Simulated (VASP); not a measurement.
# CdS (Fm-3m) in VASP: settings compared

The runs below take CdS through single point, with LDA, BLYP.

All numbers are computed with VASP 6.6.1; they aren't measurements. Logs are shortened: lines on timing, memory, paths and dates and some standing lists are left out, and cuts for length are marked.

**1. The cell of the first run**

The structure is cubic, space group Fm-3m (No. 225). Conventional cell: a = 5.506 Å, b = 5.506 Å, c = 5.506 Å, α = 90.00°, β = 90.00°, γ = 90.00°. Within 3.6 Å of Cd (site symmetry m-3m) lie 6 S at 2.75 Å. S (site symmetry m-3m) has 6 Cd at 2.75 Å within 3.6 Å.

**2. Single point, LDA**

INCAR

```
SYSTEM = CdS
ALGO = Normal
EDIFF = 1E-6
ENCUT = 500
GGA_COMPAT = .False.
ISIF = 2
ISMEAR = -1
LASPH = .True.
LCHARG = .False.
LREAL = .False.
LWAVE = .False.
NBANDS = 16
NELM = 120
PREC = Accurate
SIGMA = 0.05
```

KPOINTS

```
k-points
0
Gamma
  6 6 6
  0 0 0
```

POSCAR

```
CdS
1.0
    0.0000000000      2.7532440000      2.7532440000
    2.7532440000      0.0000000000      2.7532440000
    2.7532440000      2.7532440000      0.0000000000
Cd S
1 1
Direct
    0.0000000000      0.0000000000      0.0000000000
    0.5000000000      0.5000000000      0.5000000000
```

Potentials or basis: VASP PAW LDA potentials, release 64 (Cd, S).

The run is started by

```sh
> cat potpaw_LDA.64/Cd/POTCAR potpaw_LDA.64/S/POTCAR > POTCAR
> mpirun -np 1 vasp_std > vasp.out
```

OUTCAR:

```text
SYSTEM = CdS
   EDIFF = 1E-6
   ENCUT = 500
   ISIF = 2
   ISMEAR = -1
   LASPH = .True.
   LREAL = .False.
   NELM = 120
   PREC = Accurate

 ion  position               nearest neighbor table
   1  0.000  0.000  0.000-   2 2.75   2 2.75   2 2.75   2 2.75   2 2.75   2 2.75
   2  0.500  0.500  0.500-   1 2.75   1 2.75   1 2.75   1 2.75   1 2.75   1 2.75

  LATTYP: Found a face centered cubic cell.
 ALAT       =     5.5064880000

  Lattice vectors:

 A1 = (   0.0000000000,   2.7532440000,   2.7532440000)
 A2 = (   2.7532440000,   0.0000000000,   2.7532440000)
 A3 = (   2.7532440000,   2.7532440000,   0.0000000000)

Analysis of symmetry for initial positions (statically):
=====================================================================
 Subroutine PRICEL returns:
 Original cell was already a primitive cell.

 Routine SETGRP: Setting up the symmetry group for a
 face centered cubic supercell.

 Subroutine GETGRP returns: Found 48 space group operations
 (whereof 48 operations were pure point group operations)
 out of a pool of 48 trial point group operations.

The static configuration has the point symmetry O_h .

Analysis of symmetry for dynamics (positions and initial velocities):
=====================================================================
 Subroutine PRICEL returns:
 Original cell was already a primitive cell.

 Routine SETGRP: Setting up the symmetry group for a
 face centered cubic supercell.

 Subroutine GETGRP returns: Found 48 space group operations
 (whereof 48 operations were pure point group operations)
 out of a pool of 48 trial point group operations.

The dynamic configuration has the point symmetry O_h .

 Subroutine INISYM returns: Found 48 space group operations
 (whereof 48 operations are pure point group operations),
 and found     1 'primitive' translations

----------------------------------------------------------------------------------------

                                     Primitive cell

  volume of cell :      41.7411

  direct lattice vectors                    reciprocal lattice vectors
     0.000000000  2.753244000  2.753244000    -0.181603955  0.181603955  0.181603955
     2.753244000  0.000000000  2.753244000     0.181603955 -0.181603955  0.181603955
     2.753244000  2.753244000  0.000000000     0.181603955  0.181603955 -0.181603955

  length of vectors
     3.893675005  3.893675005  3.893675005     0.314547277  0.314547277  0.314547277

  position of ions in fractional coordinates (direct lattice)
     0.000000000  0.000000000  0.000000000
     0.500000000  0.500000000  0.500000000

  ion indices of the primitive-cell ions
   primitive index   ion index
                 1           1
                 2           2

----------------------------------------------------------------------------------------

 KPOINTS: k-points

Automatic generation of k-mesh.
 Grid dimensions read from file:
 generate k-points for:    6    6    6

 Generating k-lattice:

  Cartesian coordinates                     Fractional coordinates (reciprocal lattice)
    -0.030267326  0.030267326  0.030267326     0.166666667  0.000000000  0.000000000
     0.030267326 -0.030267326  0.030267326     0.000000000  0.166666667  0.000000000
     0.030267326  0.030267326 -0.030267326     0.000000000  0.000000000  0.166666667

  Length of vectors
     0.052424546  0.052424546  0.052424546

  Shift w.r.t. Gamma in fractional coordinates (k-lattice)
     0.000000000  0.000000000  0.000000000

 Subroutine IBZKPT returns following result:
 ===========================================

 Found     16 irreducible k-points:

 Following reciprocal coordinates:
            Coordinates               Weight
  0.000000  0.000000  0.000000      1.000000
  0.166667  0.000000  0.000000      8.000000
  0.333333  0.000000  0.000000      8.000000
  0.500000  0.000000  0.000000      4.000000
  0.166667  0.166667  0.000000      6.000000
  0.333333  0.166667  0.000000     24.000000
[... 8 lines left out ...]
 -0.333333  0.333333  0.166667     24.000000
 -0.333333  0.500000  0.166667     12.000000
   k-points           NKPTS =     16   k-points in BZ     NKDIM =     16   number of bands    NBANDS=     16
   number of dos      NEDOS =    301   number of ions     NIONS =      2
   total plane-waves  NPLWV =  21952
   dimension x,y,z NGX =    28 NGY =   28 NGZ =   28
   dimension x,y,z NGXF=    56 NGYF=   56 NGZF=   56
   ions per type =               1   1
   NGX,Y,Z   is equivalent  to a cutoff of  11.95, 11.95, 11.95 a.u.
   NGXF,Y,Z  is equivalent  to a cutoff of  23.91, 23.91, 23.91 a.u.
 SYSTEM =  CdS
   PREC   = accura    normal or accurate (medium, high low for compatibility)
   ISTART =      0    job   : 0-new  1-cont  2-samecut
   ICHARG =      2    charge: 1-file 2-atom 10-const
   ISPIN  =      1    spin polarized calculation?
   LNONCOLLINEAR =      F non collinear calculations
   LSORBIT =      F    spin-orbit coupling
   LASPH  =      T    aspherical Exc in radial PAW
   ENCUT  =  500.0 eV  36.75 Ry    6.06 a.u.   7.10  7.10  7.10*2*pi/ulx,y,z
   NELM   =    120;   NELMIN=  2; NELMDL= -5     # of ELM steps
   EDIFF  = 0.1E-05   stopping-criterion for ELM
   LREAL  =      F    real-space projection
   EDIFFG = 0.1E-04   stopping-criterion for IOM
   NSW    =      0    number of steps for IOM
   IBRION =     -1    ionic relax: 0-MD 1-quasi-New 2-CG
   NFREE  =      0    steps in history (QN), initial steepest desc. (CG)
   ISIF   =      2    stress and relaxation
   ISYM   =      2    0-nonsym 1-usesym 2-fastsym
   POTIM  = 0.5000    time-step for ionic-motion
   TEBEG  =    0.0;   TEEND  =   0.0 temperature during run
   PSTRESS=    0.0 pullay stress
   NELECT =      18.0000    total number of electrons
   NUPDOWN=      -1.0000    fix difference up-down
   EMIN   =  10.00;   EMAX   =-10.00  energy-range for DOS
   EFERMI =   0.00;   METHOD = LEGACY
   ISMEAR =    -1;   SIGMA  =   0.05  broadening in eV -4-tet -1-fermi 0-gaus
   EFERMI_NEDOS =   21; number of points for ismear=-14 and -15
   IALGO  =     38    algorithm
   IMIX   =      4    mixing-type and parameters
     AMIX     =   0.40;   BMIX     =  1.00
     AMIX_MAG =   1.60;   BMIX_MAG =  1.00
  volume/ion in A,a.u.               =      20.87       140.84
  Fermi-wavevector in a.u.,A,eV,Ry     =   1.236833  2.337275 20.813583  1.529755
  Thomas-Fermi vector in A             =   2.371425
   LORBIT       =      0    0 simple, 1 ext, 2 COOP (PROOUT), +10 PAW based schemes
   GGA     = CA    functional components
   LHFCALC =     F    Hartree Fock is set to
   AEXX    =    0.0000 exact exchange contribution
   IVDW    =     0    specifies the selected vdW correction
   LEPSILON=     F    determine dielectric tensor
   LRPA    =     F    only Hartree local field effects (RPA)
 non-spin polarized calculation
  energy-cutoff  :      500.00
  volume of cell :       41.74
 maximum number of plane-waves:      1068
   NGX = 15   NGY = 15   NGZ = 15

 number of electron      17.9999990 magnetization

 Free energy of the ion-electron system (eV)
  ---------------------------------------------------
  ext. energy  EPLUGINS =         0.00000000
  ---------------------------------------------------
  free energy    TOTEN  =        -7.18886230 eV

  energy without entropy =       -7.18415754  energy(sigma->0) =       -7.18650992

 E-fermi :   2.6372     XC(G=0): -10.6602

 val. band max:        2.5669099053   @ k =   0.5000   0.5000   0.0000
 cond. band min:       3.1616429039   @ k =   0.0000   0.0000   0.0000
 fundamental gap:      0.5947329987
 Fermi energy:         2.6372492858

 k-point     1 :       0.0000    0.0000    0.0000
  band No.  band energies     occupation
      1     -10.1046      2.00000
      2      -5.0445      2.00000
      3      -5.0445      2.00000
      4      -5.0400      2.00000
      5      -5.0400      2.00000
      6      -5.0400      2.00000
[... 8 lines left out ...]
     15      13.5794      0.00000
     16      13.6699      0.00000

 k-point     2 :       0.1667    0.0000    0.0000
  band No.  band energies     occupation
      1      -9.8746      2.00000
      2      -5.1200      2.00000
      3      -5.1200      2.00000
      4      -5.0666      2.00000
      5      -4.9915      2.00000
      6      -4.9915      2.00000
[... 8 lines left out ...]
     15      12.7490      0.00000
     16      13.2197      0.00000

 k-point     3 :       0.3333    0.0000    0.0000
  band No.  band energies     occupation
      1      -9.3275      2.00000
      2      -5.2653      2.00000
      3      -5.2653      2.00000
      4      -5.1739      2.00000
      5      -4.8912      2.00000
      6      -4.8912      2.00000
[... 8 lines left out ...]
     15      14.1146      0.00000
     16      14.1146      0.00000

 k-point     4 :       0.5000    0.0000    0.0000
  band No.  band energies     occupation
      1      -8.9849      2.00000
      2      -5.3347      2.00000
      3      -5.3347      2.00000
      4      -5.2877      2.00000
      5      -4.8400      2.00000
      6      -4.8400      2.00000
[... 8 lines left out ...]
     15      15.4959      0.00000
     16      15.4959      0.00000
[... 172 lines left out ...]
 k-point    14 :       0.5000    0.3333    0.1667
  band No.  band energies     occupation
      1      -9.1780      2.00000
      2      -5.1669      2.00000
      3      -5.1058      2.00000
      4      -5.0847      2.00000
      5      -4.8560      2.00000
      6      -4.7330      2.00000
[... 8 lines left out ...]
     15      16.3919      0.00000
     16      17.3742      0.00000

 k-point    15 :      -0.3333    0.3333    0.1667
  band No.  band energies     occupation
      1      -9.0474      2.00000
      2      -5.2211      2.00000
      3      -5.0715      2.00000
      4      -5.0435      2.00000
      5      -4.8105      2.00000
      6      -4.5636      2.00000
[... 8 lines left out ...]
     15      14.9775      0.00000
     16      17.1212      0.00000

 k-point    16 :      -0.3333    0.5000    0.1667
  band No.  band energies     occupation
      1      -9.1064      2.00000
      2      -5.1249      2.00000
      3      -5.1062      2.00000
      4      -4.9239      2.00000
      5      -4.7746      2.00000
      6      -4.2644      2.00000
[... 8 lines left out ...]
     15      16.1246      0.00000
     16      17.1763      0.00000

------------------------ aborting loop because EDIFF is reached ----------------------------------------

  FORCE on cell =-STRESS in cart. coord.  units (eV):
  Direction    XX          YY          ZZ          XY          YZ          ZX
  --------------------------------------------------------------------------------------
  -------------------------------------------------------------------------------------
  Total       -1.6545931     -1.6545931     -1.6545931     -0.0000000      0.0000000     -0.0000000
  in kB      -63.5093546    -63.5093546    -63.5093546     -0.0000000      0.0000000     -0.0000000
  external PRESSURE =     -63.5093546 kB  Pullay stress =       0.0000000 kB

 VOLUME and BASIS-vectors are now :
 -----------------------------------------------------------------------------
  energy-cutoff  :      500.00
  volume of cell :       41.74
      direct lattice vectors                 reciprocal lattice vectors
     0.000000000  2.753244000  2.753244000    -0.181603955  0.181603955  0.181603955
     2.753244000  0.000000000  2.753244000     0.181603955 -0.181603955  0.181603955
     2.753244000  2.753244000  0.000000000     0.181603955  0.181603955 -0.181603955

 POSITION                                       TOTAL-FORCE (eV/Angst)
 -----------------------------------------------------------------------------------
      0.00000      0.00000      0.00000         0.000000      0.000000      0.000000
      2.75324      2.75324      2.75324        -0.000000     -0.000000     -0.000000
 -----------------------------------------------------------------------------------
    total drift:                                0.000000      0.000000      0.000000

  FREE ENERGIE OF THE ION-ELECTRON SYSTEM (eV)
  ---------------------------------------------------
  free  energy   TOTEN  =        -7.1888623001 eV

  energy  without entropy=       -7.1841575388  energy(sigma->0) =       -7.18650992
```

Run time: 11 s. Hardware: 1 thread of Intel Xeon 6975P-C, shared host; peak memory 0.14 GiB.

What came out:

* Free energy: -7.1889 eV
* Pressure: -6.4 GPa

**3. Single point, BLYP**

INCAR

```
PREC = Accurate ; ENCUT = 500
EDIFF = 1E-6 ; ISMEAR = -1
SIGMA = 0.05 ; LREAL = False
LASPH = True ; NELM = 120
ALGO = Normal ; ISIF = 2
LWAVE = False ; LCHARG = False
GGA = B5 ; ALDAX = 1.0
AGGAX = 1.0 ; AGGAC = 1.0
ALDAC = 0.0 ; NBANDS = 16
GGA_COMPAT = False
```

KPOINTS

```
regular mesh
0
Gamma
  6 6 6
```

POSCAR is that of step 2.

Potentials or basis: VASP PAW PBE potentials, release 64 (Cd, S).

The run is started by

```sh
> cat potpaw_PBE.64/Cd/POTCAR potpaw_PBE.64/S/POTCAR > POTCAR
> mpirun -np 1 vasp_std > vasp.out
```

OUTCAR:

```text
PREC = Accurate
   ENCUT = 500
   EDIFF = 1E-6
   ISMEAR = -1
   LREAL = False
   LASPH = True
   NELM = 120
   ISIF = 2
   GGA = B5

 ion  position               nearest neighbor table
   1  0.000  0.000  0.000-   2 2.75   2 2.75   2 2.75   2 2.75   2 2.75   2 2.75
   2  0.500  0.500  0.500-   1 2.75   1 2.75   1 2.75   1 2.75   1 2.75   1 2.75

  LATTYP: Found a face centered cubic cell.
 ALAT       =     5.5064880000

  Lattice vectors:

[... 478 lines left out ...]

------------------------ aborting loop because EDIFF is reached ----------------------------------------

  FORCE on cell =-STRESS in cart. coord.  units (eV):
  Direction    XX          YY          ZZ          XY          YZ          ZX
  --------------------------------------------------------------------------------------
  -------------------------------------------------------------------------------------
  Total        1.1809625      1.1809625      1.1809625      0.0000000      0.0000000     -0.0000000
  in kB       45.3296733     45.3296733     45.3296733      0.0000000      0.0000000     -0.0000000
  external PRESSURE =      45.3296733 kB  Pullay stress =       0.0000000 kB

 VOLUME and BASIS-vectors are now :
 -----------------------------------------------------------------------------
  energy-cutoff  :      500.00
  volume of cell :       41.74
      direct lattice vectors                 reciprocal lattice vectors
     0.000000000  2.753244000  2.753244000    -0.181603955  0.181603955  0.181603955
     2.753244000  0.000000000  2.753244000     0.181603955 -0.181603955  0.181603955
     2.753244000  2.753244000  0.000000000     0.181603955  0.181603955 -0.181603955

 POSITION                                       TOTAL-FORCE (eV/Angst)
 -----------------------------------------------------------------------------------
      0.00000      0.00000      0.00000         0.000000      0.000000      0.000000
      2.75324      2.75324      2.75324        -0.000000     -0.000000     -0.000000
 -----------------------------------------------------------------------------------
    total drift:                                0.000000      0.000000      0.000000

  FREE ENERGIE OF THE ION-ELECTRON SYSTEM (eV)
  ---------------------------------------------------
  free  energy   TOTEN  =        -4.7474653217 eV

  energy  without entropy=       -4.7446317273  energy(sigma->0) =       -4.74604852
```

OSZICAR:

```text
N       E                     dE             d eps       ncg     rms          rms(c)
DAV:   1     0.106934571540E+03    0.10693E+03   -0.90488E+03   528   0.102E+03
DAV:   2    -0.166592957338E+01   -0.10860E+03   -0.10157E+03   584   0.253E+02
DAV:   3    -0.547472390023E+01   -0.38088E+01   -0.38002E+01   672   0.500E+01
DAV:   4    -0.549337962750E+01   -0.18656E-01   -0.18654E-01   584   0.338E+00
DAV:   5    -0.549356935628E+01   -0.18973E-03   -0.18973E-03   672   0.335E-01    0.660E+00
DAV:   6    -0.476809468861E+01    0.72547E+00   -0.12168E+00   696   0.132E+01    0.570E+00
DAV:   7    -0.474732129430E+01    0.20773E-01   -0.19875E-01   592   0.311E+00    0.338E+00
DAV:   8    -0.474763272565E+01   -0.31143E-03   -0.19035E-02   576   0.169E+00    0.351E-01
DAV:   9    -0.474735713978E+01    0.27559E-03   -0.19388E-03   640   0.584E-01    0.844E-02
DAV:  10    -0.474743937933E+01   -0.82240E-04   -0.27998E-04   648   0.153E-01    0.528E-02
DAV:  11    -0.474746804780E+01   -0.28668E-04   -0.40001E-05   552   0.568E-02    0.248E-02
DAV:  12    -0.474746544136E+01    0.26064E-05   -0.61019E-06   600   0.170E-02    0.686E-03
DAV:  13    -0.474746532170E+01    0.11966E-06   -0.39106E-07   312   0.554E-03
   1 F= -.47474653E+01 E0= -.47460485E+01  d E =-.283359E-02
```

stdout:

```text
POSCAR found type information on POSCAR CdS
 POSCAR found :  2 types and       2 ions
 scaLAPACK will be used
 -----------------------------------------------------------------------------
|                                                                             |
|                                                                             |
|     You enforced a specific xc type in the INCAR file but a different       |
|     I HOPE YOU KNOW WHAT YOU ARE DOING!                                     |
|                                                                             |
 -----------------------------------------------------------------------------

 LDA part: xc-table for (Slater(with rela. corr.)+VWN5), standard interpolation
 POSCAR, INCAR and KPOINTS ok, starting setup
 FFT: planning ... GRIDC
 FFT: planning ... GRID_SOFT
 FFT: planning ... GRID
 WAVECAR not read
 entering main loop
```

It took 18 s on 1 thread of Intel Xeon 6975P-C, shared host; peak memory 0.16 GiB.

What came out:

* Free energy: -4.7475 eV
* Pressure: 4.5 GPa
* Band gap on the k mesh: 0.18 eV, indirect (least direct gap 1.53 eV)

Levels at points of the mesh, in eV from the valence-band top:
```tsv
k point	band 5	band 6	band 7	band 8	band 9	band 10	band 11	band 12	band 13	band 14
(0.00, 0.00, 0.00)	-7.66	-7.66	-0.70	-0.70	-0.70	0.83	9.44	9.44	9.44	11.23
(0.50, 0.00, 0.00)	-7.47	-7.47	-4.73	0.00	0.00	3.74	5.98	5.98	6.50	12.61
(0.50, 0.50, 0.00)	-7.41	-6.75	-3.99	-2.02	-2.02	0.18	6.40	9.85	11.09	11.09
```

Caveat: the PAW data sets were made with another functional, which shifts forces and pressure a little.
